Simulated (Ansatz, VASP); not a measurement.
## One calculation of Mg3CdSe4, two programs

```
CELL_PARAMETERS angstrom
5.72884 0.00000 0.00000
0.00000 5.72884 0.00000
0.00000 0.00000 5.72884
ATOMIC_POSITIONS crystal
Mg 0.00000 0.50000 0.50000
Mg 0.50000 0.00000 0.50000
Mg 0.50000 0.50000 0.00000
Cd 0.00000 0.00000 0.00000
Se 0.25000 0.25000 0.75000
Se 0.25000 0.75000 0.25000
Se 0.75000 0.25000 0.25000
Se 0.75000 0.75000 0.75000
```

Alike in both runs: task relaxation of cell and atoms; functional PBE; k mesh 4 × 4 × 4; occupations gaussian, width 0.1 eV; no spin polarisation.

```csv
,VASP,Ansatz
version,VASP 6.6.1,Ansatz 0.2.0
potentials or method,"VASP PAW PBE potentials, release 64 (Mg, Cd, Se), cutoff 600 eV","scalar-relativistic, plane waves, PAW"
valence electrons in the cell,42,114
```

```tsv
	VASP	Ansatz	Ansatz less VASP
gap on the k mesh at the Fermi level, each at its own relaxed structure (eV)	1.93	1.94	+0.018
relaxed volume (Å³/atom)	27.61	27.50	-0.111
relaxed cell length with the largest relative difference (Å)	6.045	6.037	-0.0081
```

VASP's potentials hold 42 valence electrons a cell and Ansatz's 114, so a difference there can come from the potentials and not from the codes.

Noted on VASP's run: the volume moved by over 15 % at a fixed basis, so the end points are rough.
